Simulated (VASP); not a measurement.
# BaTiO3 (P1) in VASP: single point with LDA+U

Aim: the single point of BaTiO3 with LDA+U.

Program: VASP 6.6.1. These are calculated values, not measurements. Logs are shortened: lines on timing, memory, paths and dates and some standing lists are left out, and cuts for length are marked.

**1. The cell of the first run**

The typed cell holds 10 atoms: a = 5.655 Å, b = 5.655 Å, c = 5.670 Å, α = 60.09°, β = 60.09°, γ = 60.00°.

**2. Single point, LDA+U**

File INCAR:

```
SYSTEM = BaTiO3
PREC     = Accurate       ! precision mode
ENCUT    = 600            ! plane-wave cutoff, eV
EDIFF    = 1E-6           ! SCF threshold, eV
ISMEAR   = -1             ! smearing method
SIGMA    = 0.05           ! smearing width, eV
LREAL    = .False.        ! projectors in reciprocal space
LASPH    = .True.         ! aspherical terms in the spheres
NELM     = 200            ! most SCF steps
ALGO     = Normal         ! electronic algorithm
ISIF     = 2              ! what is computed and relaxed
LWAVE    = .False.        ! write WAVECAR
LCHARG   = .False.        ! write CHGCAR
LMAXMIX  = 4              ! l up to which the mixer works
LDAU     = .True.         ! DFT+U
LDAUTYPE = 2            
LDAUL    = -1 2 -1        ! shell
LDAUU    = 0 1 0          ! U, eV
LDAUJ    = 0 0 0        
LDAUPRINT= 1            
GGA      = CA             ! functional
NBANDS   = 51             ! bands
GGA_COMPAT= .False.      
KPAR     = 4
```

File KPOINTS:

```
regular mesh
0
Gamma
  6 6 6
  0 0 0
```

File POSCAR:

```
BaTiO3
1.0
    2.8276681600     -4.8976649200      0.0000000000
    5.6553363200      0.0000000000      0.0000000000
    2.8276681600     -1.6325549700      4.6354632200
Ba Ti O
2 2 6
Direct
    0.9177924700      0.9677509100      0.9738373600
    0.5774295100      0.6545572300      0.3489314600
    0.8554444300      0.7046525900      0.7824091600
    0.2254501000      0.1942032400      0.3459340700
    0.1078378300      0.4659246800      0.9425172400
    0.5268240400      0.0623520400      0.3607577300
    0.6266454800      0.3989537400      0.0195656800
    0.8613690900      0.0487807000      0.5609802200
    0.5045799500      0.9888950700      0.0529161400
    0.8179271000      0.5352298000      0.5482509300
```

Potentials or basis: VASP PAW LDA potentials, release 64 (Ba_sv, Ti_sv, O).

On the command line:

```sh
$ cat potpaw_LDA.64/Ba_sv/POTCAR potpaw_LDA.64/Ti_sv/POTCAR potpaw_LDA.64/O/POTCAR > POTCAR
$ mpirun -np 4 vasp_std > vasp.out
```

OUTCAR:

```text
SYSTEM = BaTiO3
   PREC = Accurate
   ENCUT = 600
   EDIFF = 1E-6
   ISMEAR = -1
   LREAL = .False.
   LASPH = .True.
   NELM = 200
   ISIF = 2
   GGA = CA

 ion  position               nearest neighbor table
   1  0.918  0.968  0.974-   9 2.10   7 2.22   6 2.27   8 2.31   3 2.46   5 2.55   2 2.63  10 2.87
                            10 2.92   4 2.97   4 3.30   3 3.62   4 3.67   2 4.01   2 4.12   2 4.37
   2  0.577  0.655  0.349-   9 1.82  10 1.85   6 2.21   1 2.63   4 2.68   3 2.71   7 2.73   5 2.79
                             8 2.84   5 3.14   4 3.26   3 3.51   3 3.69   1 4.01   1 4.12   1 4.37
   3  0.855  0.705  0.782-   5 1.68   8 1.72  10 2.12   7 2.16   9 2.26   1 2.46   2 2.71   2 3.51
                             1 3.62   2 3.69
   4  0.225  0.194  0.346-   6 1.51   9 2.02   8 2.14   5 2.24  10 2.34   2 2.68   1 2.97   2 3.26
                             1 3.30   1 3.67
   5  0.108  0.466  0.943-   3 1.68   4 2.24   1 2.55   2 2.79   2 3.14
   6  0.527  0.062  0.361-   4 1.51   2 2.21   1 2.27
   7  0.627  0.399  0.020-   3 2.16   1 2.22   2 2.73
   8  0.861  0.049  0.561-   3 1.72   4 2.14   1 2.31   2 2.84
   9  0.505  0.989  0.053-   2 1.82   4 2.02   1 2.10   3 2.26
  10  0.818  0.535  0.548-   2 1.85   3 2.12   4 2.34   1 2.87   1 2.92

  LATTYP: Found a trigonal (rhomboedric) cell.
 ALAT       =     5.6699613975
 COS(alpha) =     0.5025760694

  Lattice vectors:

 A1 = (  -0.0000000000,   3.2651099500,   4.6354632200)
 A2 = (  -2.8276681600,  -1.6325549700,   4.6354632200)
 A3 = (   2.8276681600,  -1.6325549700,   4.6354632200)

Analysis of symmetry for initial positions (statically):
=====================================================================
 Subroutine PRICEL returns:
 Original cell was already a primitive cell.

 Routine SETGRP: Setting up the symmetry group for a
 trigonal (rhombohedral) supercell.

 Subroutine GETGRP returns: Found  1 space group operations
 (whereof  1 operations were pure point group operations)
 out of a pool of 12 trial point group operations.

The static configuration has the point symmetry C_1 .

Analysis of symmetry for dynamics (positions and initial velocities):
=====================================================================
 Subroutine PRICEL returns:
 Original cell was already a primitive cell.

 Routine SETGRP: Setting up the symmetry group for a
 trigonal (rhombohedral) supercell.

 Subroutine GETGRP returns: Found  1 space group operations
 (whereof  1 operations were pure point group operations)
 out of a pool of 12 trial point group operations.

The dynamic configuration has the point symmetry C_1 .

 Subroutine INISYM returns: Found  1 space group operations
 (whereof  1 operations are pure point group operations),
 and found     1 'primitive' translations

----------------------------------------------------------------------------------------

                                     Primitive cell

  volume of cell :     128.3928

  direct lattice vectors                    reciprocal lattice vectors
     2.827668160 -4.897664920  0.000000000     0.000000000 -0.204178933 -0.071909390
     5.655336320  0.000000000  0.000000000     0.176824143  0.102089467 -0.071909390
     2.827668160 -1.632554970  4.635463220     0.000000000  0.000000000  0.215728171

  length of vectors
[... 145 lines left out ...]

  0.1871 -0.0385 -0.0030 -0.0115  0.0032
 -0.0385  0.2297 -0.0030  0.0085  0.0638
 -0.0030 -0.0030  0.1637  0.0097  0.0260
 -0.0115  0.0085  0.0097  0.2931 -0.0170
  0.0032  0.0638  0.0260 -0.0170  0.2602

spin component  2

  0.1871 -0.0385 -0.0030 -0.0115  0.0032
 -0.0385  0.2297 -0.0030  0.0085  0.0638
 -0.0030 -0.0030  0.1637  0.0097  0.0260
 -0.0115  0.0085  0.0097  0.2931 -0.0170
  0.0032  0.0638  0.0260 -0.0170  0.2602

 occupancies and eigenvectors

  o =  0.1389  v = -0.4567 -0.5146 -0.5872  0.0775  0.4192  0.0000  0.0000  0.0000  0.0000  0.0000      0.0000  0.0000  0.0000  0.0000  0.0000  0.0000  0.0000  0.0000  0.0000  0.0000
  o =  0.1389  v =  0.0000  0.0000  0.0000  0.0000  0.0000 -0.4567 -0.5146 -0.5872  0.0775  0.4192      0.0000  0.0000  0.0000  0.0000  0.0000  0.0000  0.0000  0.0000  0.0000  0.0000
  o =  0.1671  v =  0.0000  0.0000  0.0000  0.0000  0.0000 -0.5756 -0.3305  0.7428 -0.0845  0.0233      0.0000  0.0000  0.0000  0.0000  0.0000  0.0000  0.0000  0.0000  0.0000  0.0000
  o =  0.1671  v = -0.5756 -0.3305  0.7428 -0.0845  0.0233  0.0000  0.0000  0.0000  0.0000  0.0000      0.0000  0.0000  0.0000  0.0000  0.0000  0.0000  0.0000  0.0000  0.0000  0.0000
  o =  0.2126  v = -0.6371  0.4661 -0.2947 -0.2100 -0.4958  0.0000  0.0000  0.0000  0.0000  0.0000      0.0000  0.0000  0.0000  0.0000  0.0000  0.0000  0.0000  0.0000  0.0000  0.0000
  o =  0.2126  v =  0.0000  0.0000  0.0000  0.0000  0.0000 -0.6371  0.4661 -0.2947 -0.2100 -0.4958      0.0000  0.0000  0.0000  0.0000  0.0000  0.0000  0.0000  0.0000  0.0000  0.0000
  o =  0.2978  v =  0.1871 -0.2507 -0.0733 -0.9465 -0.0317  0.0000  0.0000  0.0000  0.0000  0.0000      0.0000  0.0000  0.0000  0.0000  0.0000  0.0000  0.0000  0.0000  0.0000  0.0000
  o =  0.2978  v =  0.0000  0.0000  0.0000  0.0000  0.0000  0.1871 -0.2507 -0.0733 -0.9465 -0.0317      0.0000  0.0000  0.0000  0.0000  0.0000  0.0000  0.0000  0.0000  0.0000  0.0000
  o =  0.3175  v =  0.0000  0.0000  0.0000  0.0000  0.0000 -0.1384  0.5881  0.1059 -0.2167  0.7595      0.0000  0.0000  0.0000  0.0000  0.0000  0.0000  0.0000  0.0000  0.0000  0.0000
  o =  0.3175  v = -0.1384  0.5881  0.1059 -0.2167  0.7595  0.0000  0.0000  0.0000  0.0000  0.0000      0.0000  0.0000  0.0000  0.0000  0.0000  0.0000  0.0000  0.0000  0.0000  0.0000

atom =   4  type =  2  l = 2

 onsite density matrix

spin component  1

  0.2507 -0.0243  0.0185 -0.0174  0.0375
 -0.0243  0.2110  0.0014  0.0121  0.0126
  0.0185  0.0014  0.2048  0.0070  0.1441
 -0.0174  0.0121  0.0070  0.1569 -0.0025
  0.0375  0.0126  0.1441 -0.0025  0.3516

spin component  2

  0.2507 -0.0243  0.0185 -0.0174  0.0375
 -0.0243  0.2110  0.0014  0.0121  0.0126
  0.0185  0.0014  0.2048  0.0070  0.1441
 -0.0174  0.0121  0.0070  0.1569 -0.0025
  0.0375  0.0126  0.1441 -0.0025  0.3516

 occupancies and eigenvectors

  o =  0.1146  v = -0.0202 -0.0835 -0.8326  0.1830  0.5157  0.0000  0.0000  0.0000  0.0000  0.0000      0.0000  0.0000  0.0000  0.0000  0.0000  0.0000  0.0000  0.0000  0.0000  0.0000
  o =  0.1146  v =  0.0000  0.0000  0.0000  0.0000  0.0000 -0.0202 -0.0835 -0.8326  0.1830  0.5157      0.0000  0.0000  0.0000  0.0000  0.0000  0.0000  0.0000  0.0000  0.0000  0.0000
  o =  0.1539  v = -0.1625  0.1129 -0.1459 -0.9621  0.1177  0.0000  0.0000  0.0000  0.0000  0.0000      0.0000  0.0000  0.0000  0.0000  0.0000  0.0000  0.0000  0.0000  0.0000  0.0000
  o =  0.1539  v =  0.0000  0.0000  0.0000  0.0000  0.0000 -0.1625  0.1129 -0.1459 -0.9621  0.1177      0.0000  0.0000  0.0000  0.0000  0.0000  0.0000  0.0000  0.0000  0.0000  0.0000
  o =  0.1965  v =  0.0000  0.0000  0.0000  0.0000  0.0000 -0.4861 -0.8610  0.1314 -0.0309  0.0646      0.0000  0.0000  0.0000  0.0000  0.0000  0.0000  0.0000  0.0000  0.0000  0.0000
  o =  0.1965  v = -0.4861 -0.8610  0.1314 -0.0309  0.0646  0.0000  0.0000  0.0000  0.0000  0.0000      0.0000  0.0000  0.0000  0.0000  0.0000  0.0000  0.0000  0.0000  0.0000  0.0000
  o =  0.2612  v =  0.0000  0.0000  0.0000  0.0000  0.0000  0.8341 -0.4881 -0.0959 -0.1995 -0.1304      0.0000  0.0000  0.0000  0.0000  0.0000  0.0000  0.0000  0.0000  0.0000  0.0000
  o =  0.2612  v =  0.8341 -0.4881 -0.0959 -0.1995 -0.1304  0.0000  0.0000  0.0000  0.0000  0.0000      0.0000  0.0000  0.0000  0.0000  0.0000  0.0000  0.0000  0.0000  0.0000  0.0000
  o =  0.4489  v =  0.0000  0.0000  0.0000  0.0000  0.0000 -0.2030 -0.0260 -0.5090  0.0062 -0.8361      0.0000  0.0000  0.0000  0.0000  0.0000  0.0000  0.0000  0.0000  0.0000  0.0000
  o =  0.4489  v = -0.2030 -0.0260 -0.5090  0.0062 -0.8361  0.0000  0.0000  0.0000  0.0000  0.0000      0.0000  0.0000  0.0000  0.0000  0.0000  0.0000  0.0000  0.0000  0.0000  0.0000

 number of electron      80.0000001 magnetization

 Free energy of the ion-electron system (eV)
  ---------------------------------------------------
  ext. energy  EPLUGINS =         0.00000000
  ---------------------------------------------------
  free energy    TOTEN  =       -59.76560132 eV

  energy without entropy =      -59.76378687  energy(sigma->0) =      -59.76469409

 E-fermi :   5.4008     XC(G=0): -11.3653

 val. band max:        5.2218332849   @ k =  -0.0000   0.5000  -0.0000
 cond. band min:       5.6401882128   @ k =  -0.1667   0.0000  -0.1667
 fundamental gap:      0.4183549279
 Fermi energy:         5.4007636937

 k-point     1 :       0.0000    0.0000    0.0000
  band No.  band energies     occupation
      1     -52.3177      2.00000
      2     -51.9211      2.00000
      3     -29.8822      2.00000
      4     -28.9979      2.00000
      5     -28.9796      2.00000
      6     -28.8861      2.00000
[... 1285 lines left out ...]
     50       9.4159      0.00000
     51      10.1211      0.00000

 [... further k-points ...]

------------------------ aborting loop because EDIFF is reached ----------------------------------------

  FORCE on cell =-STRESS in cart. coord.  units (eV):
  Direction    XX          YY          ZZ          XY          YZ          ZX
  --------------------------------------------------------------------------------------
  -------------------------------------------------------------------------------------
  Total       49.7825776     58.7404716     53.4154697     -2.7223524    -21.0551265     -8.0595355
  in kB      621.2226985    733.0057229    666.5565309    -33.9714649   -262.7409657   -100.5726624
  external PRESSURE =     673.5949841 kB  Pullay stress =       0.0000000 kB

 VOLUME and BASIS-vectors are now :
 -----------------------------------------------------------------------------
  energy-cutoff  :      600.00
  volume of cell :      128.39
      direct lattice vectors                 reciprocal lattice vectors
     2.827668160 -4.897664920  0.000000000     0.000000000 -0.204178933 -0.071909390
     5.655336320  0.000000000  0.000000000     0.176824143  0.102089467 -0.071909390
     2.827668160 -1.632554970  4.635463220     0.000000000  0.000000000  0.215728171

 POSITION                                       TOTAL-FORCE (eV/Angst)
 -----------------------------------------------------------------------------------
     10.82186     -6.08488      4.51419        10.777414    -11.191194     -1.721908
      6.32118     -3.39771      1.61746       -21.736232      4.335224     12.056576
      8.61635     -5.46701      3.62683        -9.997780      5.185447     -1.743037
      2.71397     -1.66894      1.60356         2.187791     12.112183     -5.317330
      5.60502     -2.06686      4.36900        -0.426591     -2.808907      1.143347
      2.86241     -3.16916      1.67228         5.227040     -7.998323      8.021851
      4.08349     -3.10104      0.09070         4.798168      2.469443     -0.161571
      4.29780     -5.13453      2.60040         1.158621     -1.163510     -4.790705
      7.16895     -2.55765      0.24529         2.834529     12.902088    -11.540863
      6.89000     -4.90098      2.54140         5.177039    -13.842452      4.053640
 -----------------------------------------------------------------------------------
    total drift:                               -0.000577     -0.001433     -0.000001

  FREE ENERGIE OF THE ION-ELECTRON SYSTEM (eV)
  ---------------------------------------------------
  free  energy   TOTEN  =       -59.7656013200 eV

  energy  without entropy=      -59.7637868655  energy(sigma->0) =      -59.76469409
```

It took 15 min on 4 MPI ranks of Oxide Virtual Turin-like, shared host; peak memory 0.77 GiB.

What came out:

* Free energy: -59.7656 eV
* Pressure: 67.4 GPa
* Largest force: 25.231 eV/Å
* Band gap on the k mesh: 0.42 eV (least direct gap 0.50 eV)

Forces in eV/Å, atoms in the order of the input:
```
Ba   10.777 -11.191  -1.722
Ba  -21.736   4.335  12.057
Ti   -9.998   5.185  -1.743
Ti    2.188  12.112  -5.317
O    -0.427  -2.809   1.143
O     5.227  -7.998   8.022
O     4.798   2.469  -0.162
O     1.159  -1.164  -4.791
O     2.835  12.902 -11.541
O     5.177 -13.842   4.054
```

Eigenvalues of the final occupation matrices:
```
    site  spin  trace               eigenvalues
site 3 d     1   1.13  0.14 0.17 0.21 0.30 0.32
site 3 d     2   1.13  0.14 0.17 0.21 0.30 0.32
site 4 d     1   1.18  0.11 0.15 0.20 0.26 0.45
site 4 d     2   1.18  0.11 0.15 0.20 0.26 0.45
```

Caveat: atoms lie so close that the PAW spheres overlap strongly, which falsifies energies and pressures; the stress differs along the axes, from 62 to 73 GPa; spin-orbit coupling is left out, which moves the levels of the heavy elements; forces of over 1 eV/Å act on the atoms, so gaps and moduli don't describe the material at rest. A k mesh can miss the band edges.
